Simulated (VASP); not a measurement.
Ti:

```
CELL_PARAMETERS angstrom
2.95000 0.00000 0.00000
-1.47500 2.55477 0.00000
0.00000 0.00000 4.68000
ATOMIC_POSITIONS crystal
Ti 0.66667 0.33333 0.75000
Ti 0.33333 0.66667 0.25000
```

| Item | Value |
| --- | --- |
| Program | VASP 6.6.1 |
| Task | relaxation of cell and atoms |
| Functional | PBE |
| Dispersion | D4 |
| Potentials or basis | VASP PAW PBE potentials, release 64 (Ti_sv) |
| Cutoff | 600 eV |
| k mesh | 10 × 10 × 6 |
| Occupations | fermi-dirac, width 0.05 eV |
| Spin | no spin polarisation |

At the start: pressure -3.5 GPa; volume 17.64 Å³/atom.

Question: Where does the relaxation end?

Answer: Over 8 steps the energy falls by 6.4 meV/atom and the volume is 17.06 Å³/atom (-3.3 %); space group P6_3/mmc (No. 194, to 0.05 Å).

Step by step:
```tsv
step	energy change (eV)	largest force (eV/Å)	pressure (GPa)	volume (Å³)
1	0.0000	0.0000	-3.50	35.27
2	-0.0061	0.0000	2.77	33.34
3	-0.0128	0.0000	0.00	34.13
4	-0.0128	0.0000	0.07	34.11
5	-0.0128	0.0000	0.07	34.11
6	-0.0129	0.0000	0.07	34.11
7	-0.0129	0.0000	0.07	34.11
8	-0.0129	0.0000	0.07	34.11
```

Final structure:
```xyz
2
Lattice="2.9218 0.0000 0.0000 -1.4609 2.5304 0.0000 0.0000 0.0000 4.6140" Properties=species:S:1:pos:R:3 pbc="T T T"
Ti    1.4609    0.8435    3.4605
Ti    0.0000    1.6869    1.1535
```

Caveat: pairwise dispersion overbinds metals, which lowers pressure and volume.
